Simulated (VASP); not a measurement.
# Ta4F in VASP: notebook, part 2 of 2

VASP 6.6.1. The steps go on from the part before.

**4. Single point, LDA**

INCAR reads:

```
PREC = Accurate
ENCUT = 520
EDIFF = 1E-7
ISMEAR = 0
SIGMA = 0.1
LREAL = False
LASPH = True
NELM = 80
ALGO = Normal
ISIF = 2
LWAVE = False
LCHARG = False
LDIPOL = True
IDIPOL = 3
DIPOL = 0.5 0.5 0.354
NBANDS = 34
```

KPOINTS reads:

```
regular mesh
0
Gamma
  8 8 1
```

POSCAR reads:

```
Ta4F
1.0
    3.2528501167      0.0000000000      0.0000000000
    0.0000000000      3.2528501167      0.0000000000
    0.0000000000      0.0000000000     20.2133955742
Ta F
4 1
Direct
    0.5000000000      0.5000000000      0.1978885727
    0.0000000000      0.0000000000      0.2783513061
    0.5000000000      0.5000000000      0.3580225065
    0.0000000000      0.0000000000      0.4310703534
    0.1250000000      0.3750000000      0.5048720963
```

Potentials or basis: VASP PAW LDA potentials, release 64 (Ta_pv, F).

Command:

```sh
cat potpaw_LDA.64/Ta_pv/POTCAR potpaw_LDA.64/F/POTCAR > POTCAR
mpirun -np 1 vasp_std > vasp.out
```

OUTCAR:

```text
PREC = Accurate
   ENCUT = 520
   EDIFF = 1E-7
   ISMEAR = 0
   LREAL = False
   LASPH = True
   NELM = 80
   ISIF = 2

 ion  position               nearest neighbor table
   1  0.500  0.500  0.198-   2 2.82   2 2.82   2 2.82   2 2.82   3 3.24
   2  0.000  0.000  0.278-   3 2.81   3 2.81   3 2.81   3 2.81   1 2.82   1 2.82   1 2.82   1 2.82
                             4 3.09
   3  0.500  0.500  0.358-   4 2.73   4 2.73   4 2.73   4 2.73   2 2.81   2 2.81   2 2.81   2 2.81
                             1 3.24
   4  0.000  0.000  0.431-   5 1.97   5 2.55   3 2.73   3 2.73   3 2.73   3 2.73   2 3.09
   5  0.125  0.375  0.505-   4 1.97   4 2.55

  LATTYP: Found a simple tetragonal cell.
 ALAT       =     3.2528501167
 C/A-ratio  =     6.2140568575

  Lattice vectors:

 A1 = (   3.2528501167,   0.0000000000,   0.0000000000)
 A2 = (   0.0000000000,   3.2528501167,   0.0000000000)
 A3 = (   0.0000000000,   0.0000000000,  20.2133955742)

Analysis of symmetry for initial positions (statically):
=====================================================================
 Subroutine PRICEL returns:
 Original cell was already a primitive cell.

 Routine SETGRP: Setting up the symmetry group for a
 simple tetragonal supercell.

[... 186 lines left out ...]
      2     -35.6998      2.00000
      3     -35.5389      2.00000
      4     -35.5280      2.00000
      5     -35.4871      2.00000
      6     -35.4667      2.00000
[... 877 lines left out ...]
     33       2.7702      0.00000
     34       3.0469      0.00000

 [... further k-points ...]

------------------------ aborting loop because EDIFF is reached ----------------------------------------

 vacuum level on the upper side and lower side of the slab       (xc-potential included)         0.643        -0.963

  FORCE on cell =-STRESS in cart. coord.  units (eV):
  Direction    XX          YY          ZZ          XY          YZ          ZX
  --------------------------------------------------------------------------------------
  -------------------------------------------------------------------------------------
  Total       -2.7659700     -5.1651400      1.5312100      0.3820780      0.5308281     -0.4368940
  in kB      -20.7200434    -38.6923672     11.4703840      2.8621688      3.9764644     -3.2727989
  external PRESSURE =     -15.9806755 kB  Pullay stress =       0.0000000 kB

 VOLUME and BASIS-vectors are now :
 -----------------------------------------------------------------------------
  energy-cutoff  :      520.00
  volume of cell :      213.88
      direct lattice vectors                 reciprocal lattice vectors
     3.252850117  0.000000000  0.000000000     0.307422711  0.000000000  0.000000000
     0.000000000  3.252850117  0.000000000     0.000000000  0.307422711  0.000000000
     0.000000000  0.000000000 20.213395574     0.000000000  0.000000000  0.049472143

 POSITION                                       TOTAL-FORCE (eV/Angst)
 -----------------------------------------------------------------------------------
      1.62643      1.62643      4.00000         0.016015      0.010013      0.794954
      0.00000      0.00000      5.62643         0.015343      0.035804     -0.941259
      1.62643      1.62643      7.23685        -0.106983     -0.329992     -1.529344
      0.00000      0.00000      8.71340         0.392080      0.148885      1.557088
      0.40661      1.21982     10.20518        -0.316455      0.135291      0.118561
 -----------------------------------------------------------------------------------
    total drift:                                0.000087      0.000120      0.000042

  FREE ENERGIE OF THE ION-ELECTRON SYSTEM (eV)
  ---------------------------------------------------
  free  energy   TOTEN  =       -53.8633960078 eV

  energy  without entropy=      -53.8426883469  energy(sigma->0) =      -53.85304218

 vacuum level on the upper side and lower side of the slab         4.727         3.082
```

OSZICAR:

```text
N       E                     dE             d eps       ncg     rms          rms(c)
DAV:   1     0.415686508819E+03    0.41569E+03   -0.28370E+04  2864   0.131E+03
DAV:   2    -0.353126863552E+02   -0.45100E+03   -0.43796E+03  2718   0.358E+02
DAV:   3    -0.588803968029E+02   -0.23568E+02   -0.23008E+02  2824   0.747E+01
[... 21 lines left out ...]
DAV:  25    -0.538633935170E+02   -0.24555E-05   -0.18317E-07  1944   0.192E-03    0.638E-04
DAV:  26    -0.538633950677E+02   -0.15508E-05   -0.49733E-08  1702   0.945E-04    0.399E-04
DAV:  27    -0.538633957814E+02   -0.71369E-06   -0.67268E-08  1790   0.129E-03    0.286E-04
DAV:  28    -0.538633959499E+02   -0.16848E-06   -0.16863E-08  1584   0.507E-04    0.131E-04
DAV:  29    -0.538633960078E+02   -0.57886E-07   -0.69744E-09  1500   0.386E-04
   1 F= -.53863396E+02 E0= -.53853042E+02  d E =-.207077E-01
```

stdout:

```text
POSCAR found type information on POSCAR TaF
 POSCAR found :  2 types and       5 ions
 scaLAPACK will be used
 LDA part: xc-table for (Slater(with rela. corr.)+CA(PZ))
 , standard interpolation
 POSCAR, INCAR and KPOINTS ok, starting setup
 FFT: planning ... GRIDC
 FFT: planning ... GRID_SOFT
 FFT: planning ... GRID
 WAVECAR not read
 entering main loop
```

Wall time 4.3 min (1 thread of Intel Xeon Platinum 8488C (Sapphire Rapids), shared host); peak memory 0.35 GiB.

Results:

| Property | Result |
| --- | --- |
| Free energy | -53.8634 eV |
| Largest force | 1.613 eV/Å |
| Band gap on the k mesh | zero (an odd number of electrons rules out a gap without spin polarisation) |

Forces in eV/Å, atoms in the order of the input:
```
Ta   0.016  0.010  0.795
Ta   0.015  0.036 -0.941
Ta  -0.107 -0.330 -1.529
Ta   0.392  0.149  1.557
F   -0.316  0.135  0.119
```

Levels at points of the mesh, in eV from the Fermi level:
| k point | band 24 | band 25 | band 26 | band 27 | band 28 | band 29 |
| --- | --- | --- | --- | --- | --- | --- |
| (0.00, 0.00, 0.00) | 0.10 | 0.36 | 0.36 | 0.48 | 0.67 | 0.83 |
| (0.50, 0.00, 0.00) | -1.16 | 0.01 | 0.05 | 0.31 | 1.04 | 1.18 |
| (0.00, 0.50, 0.00) | -1.11 | 0.08 | 0.16 | 0.20 | 1.08 | 1.26 |
| (0.50, 0.50, 0.00) | -1.40 | -0.42 | -0.16 | 2.04 | 2.28 | 2.55 |

Caveat: spin-orbit coupling is left out, which moves the levels of the heavy elements.

**5. Overview**

| cell | gap on the mesh (eV) | largest force (eV/Å) |
| --- | --- | --- |
| as given, atomic positions A | none | 1.52 |
| as given, atomic positions B | none | 1.58 |
| as given, atomic positions C | none | 1.61 |

Alike in all rows: task single point; level LDA; potentials or basis VASP PAW LDA potentials, release 64 (Ta_pv, F); no spin polarisation; k mesh 8 × 8 × 1; cutoff (eV) 520; smearing gaussian 0.1 eV.

Caveats: spin-orbit coupling is left out, which moves the levels of the heavy elements.

Total energies depend on the potentials used, so only differences within one code and one set of settings carry meaning.
